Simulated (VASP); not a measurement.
# MgZn7O8 (P3m1) in VASP: notebook

MgZn7O8 is run at these levels: PBEsol; tasks: single point.

All numbers are computed with VASP 6.6.1; they aren't measurements. Logs are shortened: lines on timing, memory, paths and dates and some standing lists are left out, and cuts for length are marked.

**1. The cell of the first run**

Symmetry: P3m1, No. 156, trigonal system. The conventional cell has a = 6.470 Å, b = 6.470 Å, c = 5.204 Å, α = 90.00°, β = 90.00°, γ = 120.00°. Mg (site symmetry 3m) has 4 O at 1.97 to 1.98 Å within 2.6 Å. Within 2.6 Å of Zn (site symmetry m) lie 4 O at 1.96 to 1.98 Å. Within 2.6 Å of Zn (site symmetry m) lie 4 O at 1.97 Å. Within 2.6 Å of Zn (site symmetry 3m) lie 4 O at 1.97 to 1.98 Å. Within 2.6 Å of O (site symmetry m) lie 3 Zn at 1.96 to 1.97 Å and 1 Mg at 1.97 Å. Within 2.6 Å of O (site symmetry 3m) lie 4 Zn at 1.98 Å. O (site symmetry 3m) has 3 Zn at 1.97 Å and 1 Mg at 1.98 Å within 2.6 Å. Within 2.6 Å of O (site symmetry m) lie 4 Zn at 1.97 to 1.98 Å.

**2. Single point, PBEsol**

INCAR reads:

```
SYSTEM = MgZn7O8
PREC = Accurate ; ENCUT = 520
EDIFF = 1E-7 ; ISMEAR = 0
SIGMA = 0.02 ; LREAL = Auto
LASPH = .TRUE. ; NELM = 60
ALGO = Normal ; ISIF = 2
LWAVE = .FALSE. ; LCHARG = .TRUE.
GGA = PS ; LELF = .TRUE.
LVHAR = .TRUE. ; NBANDS = 81
```

KPOINTS reads:

```
regular mesh
0
G
  4 3 3
  0 0 0
```

POSCAR reads:

```
MgZn7O8
1.0
    0.0000000000      0.0000000000     -5.2037125068
    3.2350224083      5.6032231748      0.0000000000
    3.2350224083     -5.6032231748      0.0000000000
Mg Zn O
1 7 8
Direct
    0.4996842837      0.1666666667      0.3333333333
    0.5019602040      0.1681519802      0.8340759901
    0.5019602040      0.6659240099      0.3318480198
    0.5019602040      0.6659240099      0.8340759901
   -0.0008017381      0.3336131274      0.6672262548
   -0.0008017381      0.3336131274      0.1663868726
    0.0011359421      0.8333333333      0.6666666667
   -0.0008017381      0.8327737452      0.1663868726
    0.6199092003      0.3329448310      0.6658896621
    0.6199092003      0.3329448310      0.1670551690
    0.6207143745      0.8333333333      0.6666666667
    0.6199092003      0.8341103379      0.1670551690
    0.1196274951      0.1666666667      0.3333333333
    0.1211849687      0.1667493682      0.8333746841
    0.1211849687      0.6666253159      0.3332506318
    0.1211849687      0.6666253159      0.8333746841
```

Potentials or basis: VASP PAW PBE potentials, release 64 (Mg, Zn, O).

Command:

```bash
$ cat potpaw_PBE.64/Mg/POTCAR potpaw_PBE.64/Zn/POTCAR potpaw_PBE.64/O/POTCAR > POTCAR
$ mpirun -np 1 vasp_std > vasp.out
```

OUTCAR:

```text
SYSTEM = MgZn7O8
   PREC = Accurate
   ENCUT = 520
   EDIFF = 1E-7
   ISMEAR = 0
   LREAL = Auto
   LASPH = .TRUE.
   NELM = 60
   ISIF = 2
   GGA = PS

 ion  position               nearest neighbor table
   1  0.500  0.167  0.333-  10 1.97   9 1.97  12 1.97  13 1.98   6 3.20   5 3.20   8 3.20   6 3.21
                             5 3.21   8 3.21   2 3.24   3 3.24   4 3.24   4 3.24   2 3.24   3 3.24
   2  0.502  0.168  0.834-   9 1.96  10 1.96  11 1.98  14 1.98   1 3.24   1 3.24
   3  0.502  0.666  0.332-  12 1.96  10 1.96  11 1.98  15 1.98   1 3.24   1 3.24
   4  0.502  0.666  0.834-   9 1.96  12 1.96  11 1.98  16 1.98   1 3.24   1 3.24
   5  0.999  0.334  0.667-  16 1.97  14 1.97  13 1.97   9 1.97   1 3.20   1 3.21
   6  0.999  0.334  0.166-  14 1.97  15 1.97  13 1.97  10 1.97   1 3.20   1 3.21
   7  0.001  0.833  0.667-  16 1.97  15 1.97  14 1.97  11 1.98
   8  0.999  0.833  0.166-  16 1.97  15 1.97  13 1.97  12 1.97   1 3.20   1 3.21
   9  0.620  0.333  0.666-   2 1.96   4 1.96   1 1.97   5 1.97
  10  0.620  0.333  0.167-   2 1.96   3 1.96   1 1.97   6 1.97
  11  0.621  0.833  0.667-   4 1.98   3 1.98   2 1.98   7 1.98
  12  0.620  0.834  0.167-   3 1.96   4 1.96   1 1.97   8 1.97
  13  0.120  0.167  0.333-   6 1.97   5 1.97   8 1.97   1 1.98
  14  0.121  0.167  0.833-   7 1.97   6 1.97   5 1.97   2 1.98
  15  0.121  0.667  0.333-   7 1.97   6 1.97   8 1.97   3 1.98
  16  0.121  0.667  0.833-   7 1.97   5 1.97   8 1.97   4 1.98

  LATTYP: Found a hexagonal cell.
 ALAT       =     6.4700448166
 C/A-ratio  =     0.8042776602

  Lattice vectors:

 A1 = (   3.2350224083,   5.6032231748,   0.0000000000)
 A2 = (   3.2350224083,  -5.6032231748,   0.0000000000)
 A3 = (   0.0000000000,   0.0000000000,  -5.2037125068)

Analysis of symmetry for initial positions (statically):
=====================================================================
 Subroutine PRICEL returns:
 Original cell was already a primitive cell.

 Routine SETGRP: Setting up the symmetry group for a
 hexagonal supercell.

 Subroutine GETGRP returns: Found  6 space group operations
 (whereof  2 operations were pure point group operations)
 out of a pool of 24 trial point group operations.

The static configuration has the point symmetry C_1h.
 The point group associated with its full space group is C_3v.

Analysis of symmetry for dynamics (positions and initial velocities):
=====================================================================
 Subroutine PRICEL returns:
 Original cell was already a primitive cell.

 Routine SETGRP: Setting up the symmetry group for a
 hexagonal supercell.

 Subroutine GETGRP returns: Found  6 space group operations
 (whereof  2 operations were pure point group operations)
 out of a pool of 24 trial point group operations.

The dynamic configuration has the point symmetry C_1h.
 The point group associated with its full space group is C_3v.

 Subroutine INISYM returns: Found  6 space group operations
 (whereof  2 operations are pure point group operations),
 and found     1 'primitive' translations

----------------------------------------------------------------------------------------

                                     Primitive cell

  volume of cell :     188.6507

  direct lattice vectors                    reciprocal lattice vectors
     0.000000000  0.000000000 -5.203712507     0.000000000  0.000000000 -0.192170493
     3.235022408  5.603223175  0.000000000     0.154558435  0.089234354  0.000000000
     3.235022408 -5.603223175  0.000000000     0.154558435 -0.089234354  0.000000000

  length of vectors
     5.203712507  6.470044817  6.470044817     0.192170493  0.178468708  0.178468708

  position of ions in fractional coordinates (direct lattice)
     0.499684284  0.166666667  0.333333333
     0.501960204  0.168151980  0.834075990
     0.501960204  0.665924010  0.331848020
     0.501960204  0.665924010  0.834075990
     0.999198262  0.333613127  0.667226255
     0.999198262  0.333613127  0.166386873
[... 8 lines left out ...]
     0.121184969  0.666625316  0.333250632
     0.121184969  0.666625316  0.833374684

  ion indices of the primitive-cell ions
   primitive index   ion index
                 1           1
                 2           2
                 3           3
                 4           4
                 5           5
                 6           6
[... 8 lines left out ...]
                15          15
                16          16

----------------------------------------------------------------------------------------

 KPOINTS: regular mesh

Automatic generation of k-mesh.
 Grid dimensions read from file:
 generate k-points for:    4    3    3

 Generating k-lattice:

  Cartesian coordinates                     Fractional coordinates (reciprocal lattice)
     0.000000000  0.000000000 -0.048042623     0.250000000  0.000000000  0.000000000
     0.051519478  0.029744785  0.000000000     0.000000000  0.333333333  0.000000000
     0.051519478 -0.029744785  0.000000000     0.000000000  0.000000000  0.333333333

  Length of vectors
     0.048042623  0.059489569  0.059489569

  Shift w.r.t. Gamma in fractional coordinates (k-lattice)
     0.000000000  0.000000000  0.000000000

 Subroutine IBZKPT returns following result:
 ===========================================

 Found     10 irreducible k-points:

 Following reciprocal coordinates:
            Coordinates               Weight
  0.000000  0.000000  0.000000      1.000000
  0.250000  0.000000  0.000000      2.000000
  0.500000  0.000000  0.000000      1.000000
  0.000000  0.333333  0.000000      6.000000
  0.250000  0.333333  0.000000      6.000000
  0.250000  0.000000  0.333333      6.000000
  0.500000  0.333333  0.000000      6.000000
  0.000000  0.333333  0.333333      2.000000
  0.250000  0.333333  0.333333      4.000000
  0.500000  0.333333  0.333333      2.000000
   k-points           NKPTS =     10   k-points in BZ     NKDIM =     10   number of bands    NBANDS=     81
   number of dos      NEDOS =    301   number of ions     NIONS =     16
   total plane-waves  NPLWV =  92160
   dimension x,y,z NGX =    40 NGY =   48 NGZ =   48
   dimension x,y,z NGXF=    80 NGYF=   96 NGZF=   96
   ions per type =               1   7   8
   NGX,Y,Z   is equivalent  to a cutoff of  12.78, 12.33, 12.33 a.u.
   NGXF,Y,Z  is equivalent  to a cutoff of  25.56, 24.67, 24.67 a.u.
 SYSTEM =  MgZn7O8
   PREC   = accura    normal or accurate (medium, high low for compatibility)
   ISTART =      0    job   : 0-new  1-cont  2-samecut
   ICHARG =      2    charge: 1-file 2-atom 10-const
   ISPIN  =      1    spin polarized calculation?
   LNONCOLLINEAR =      F non collinear calculations
   LSORBIT =      F    spin-orbit coupling
   LASPH  =      T    aspherical Exc in radial PAW
   ENCUT  =  520.0 eV  38.22 Ry    6.18 a.u.   9.68 12.03 12.03*2*pi/ulx,y,z
   NELM   =     60;   NELMIN=  2; NELMDL= -5     # of ELM steps
   EDIFF  = 0.1E-06   stopping-criterion for ELM
   LREAL  =      T    real-space projection
   EDIFFG = 0.1E-05   stopping-criterion for IOM
   NSW    =      0    number of steps for IOM
   IBRION =     -1    ionic relax: 0-MD 1-quasi-New 2-CG
   NFREE  =      0    steps in history (QN), initial steepest desc. (CG)
   ISIF   =      2    stress and relaxation
   ISYM   =      2    0-nonsym 1-usesym 2-fastsym
   POTIM  = 0.5000    time-step for ionic-motion
   TEBEG  =    0.0;   TEEND  =   0.0 temperature during run
   PSTRESS=    0.0 pullay stress
   NELECT =     134.0000    total number of electrons
   NUPDOWN=      -1.0000    fix difference up-down
   EMIN   =  10.00;   EMAX   =-10.00  energy-range for DOS
   EFERMI =   0.00;   METHOD = LEGACY
   ISMEAR =     0;   SIGMA  =   0.02  broadening in eV -4-tet -1-fermi 0-gaus
   EFERMI_NEDOS =   21; number of points for ismear=-14 and -15
   IALGO  =     38    algorithm
   IMIX   =      4    mixing-type and parameters
     AMIX     =   0.40;   BMIX     =  1.00
     AMIX_MAG =   1.60;   BMIX_MAG =  1.00
  volume/ion in A,a.u.               =      11.79        79.57
  Fermi-wavevector in a.u.,A,eV,Ry     =   1.460686  2.760297 29.029448  2.133604
  Thomas-Fermi vector in A             =   2.577106
   LORBIT       =      0    0 simple, 1 ext, 2 COOP (PROOUT), +10 PAW based schemes
   GGA     = PS    functional components
   LHFCALC =     F    Hartree Fock is set to
   AEXX    =    0.0000 exact exchange contribution
   IVDW    =     0    specifies the selected vdW correction
   LEPSILON=     F    determine dielectric tensor
   LRPA    =     F    only Hartree local field effects (RPA)
 non-spin polarized calculation
 Gauss-broadening in eV      SIGMA  =   0.02
  energy-cutoff  :      520.00
  volume of cell :      188.65
 maximum number of plane-waves:      5088
 NGX is ok and might be reduce to    40
   NGX = 19   NGY = 25   NGZ = 25

 number of electron     134.0000069 magnetization

 Free energy of the ion-electron system (eV)
  ---------------------------------------------------
  ext. energy  EPLUGINS =         0.00000000
  ---------------------------------------------------
  free energy    TOTEN  =       -80.26107647 eV

  energy without entropy =      -80.26107647  energy(sigma->0) =      -80.26107647

 E-fermi :   1.2814     XC(G=0): -11.0756

 val. band max:        1.1563197010   @ k =   0.0000   0.0000   0.0000
 cond. band min:       2.1327504233   @ k =   0.0000   0.0000   0.0000
 fundamental gap:      0.9764307223
 Fermi energy:         1.2814313313

 k-point     1 :       0.0000    0.0000    0.0000
  band No.  band energies     occupation
      1     -16.7620      2.00000
      2     -16.0664      2.00000
      3     -16.0664      2.00000
      4     -16.0251      2.00000
      5     -16.0041      2.00000
      6     -15.7970      2.00000
[... 71 lines left out ...]
     78       8.7126      0.00000
     79       9.4071      0.00000
[... 736 lines left out ...]
     78      10.0663      0.00000
     79      10.1922      0.00000
 [bands above 79 left out]

------------------------ aborting loop because EDIFF is reached ----------------------------------------

  FORCE on cell =-STRESS in cart. coord.  units (eV):
  Direction    XX          YY          ZZ          XY          YZ          ZX
  --------------------------------------------------------------------------------------
  -------------------------------------------------------------------------------------
  Total        1.0005810      1.0005810      0.9581263      0.0000000      0.0000000      0.0000000
  in kB        8.4977575      8.4977575      8.1371972      0.0000000      0.0000000      0.0000000
  external PRESSURE =       8.3775707 kB  Pullay stress =       0.0000000 kB

 VOLUME and BASIS-vectors are now :
 -----------------------------------------------------------------------------
  energy-cutoff  :      520.00
  volume of cell :      188.65
      direct lattice vectors                 reciprocal lattice vectors
     0.000000000  0.000000000 -5.203712507     0.000000000  0.000000000 -0.192170493
     3.235022408  5.603223175  0.000000000     0.154558435  0.089234354  0.000000000
     3.235022408 -5.603223175  0.000000000     0.154558435 -0.089234354  0.000000000

 POSITION                                       TOTAL-FORCE (eV/Angst)
 -----------------------------------------------------------------------------------
      1.61751     -0.93387     -2.60021        -0.000000     -0.000000      0.003521
      3.24223     -3.73132     -2.61206        -0.003767     -0.002175      0.002922
      3.22781      1.87190     -2.61206         0.003767     -0.002175      0.002922
      4.85253     -0.94219     -2.61206        -0.000000      0.004350      0.002922
      3.23774     -1.86931     -5.19954        -0.002085      0.001204      0.002582
      1.61751      0.93701     -5.19954        -0.000000     -0.002407      0.002582
[... 8 lines left out ...]
      3.23462      1.86797     -0.63061        -0.000583      0.000337     -0.005954
      4.85253     -0.93433     -0.63061        -0.000000     -0.000673     -0.005954
 -----------------------------------------------------------------------------------
    total drift:                               -0.000002      0.000017     -0.037005

  FREE ENERGIE OF THE ION-ELECTRON SYSTEM (eV)
  ---------------------------------------------------
  free  energy   TOTEN  =       -80.2610764697 eV

  energy  without entropy=      -80.2610764697  energy(sigma->0) =      -80.26107647
```

Run time: 4.9 min. Hardware: 1 thread of Intel Xeon Platinum 8375C at 2.90GHz (Ice Lake), shared host; peak memory 0.35 GiB.

Results:

```yaml
Free_energy: -80.2611 eV
Pressure: 0.8 GPa
Largest_force: 0.074 eV/Å
Band_gap_on_the_k_mesh: 0.98 eV, direct
```

Forces in eV/Å, atoms in the order of the input:
```
Mg   0.000  0.000  0.004
Zn  -0.004 -0.002  0.003
Zn   0.004 -0.002  0.003
Zn   0.000  0.004  0.003
Zn  -0.002  0.001  0.003
Zn   0.000 -0.002  0.003
Zn   0.000  0.000  0.002
Zn   0.002  0.001  0.003
O   -0.061  0.035  0.022
O    0.000 -0.071  0.022
O    0.000  0.000  0.000
O    0.061  0.035  0.022
O    0.000  0.000 -0.069
O    0.001  0.000 -0.006
O   -0.001  0.000 -0.006
O    0.000 -0.001 -0.006
```

Caveat: the PAW data sets were made with another functional, which shifts forces and pressure a little. As with any semilocal functional, this PBEsol gap is likely too small.

(Part 1 of 2 ends here.)
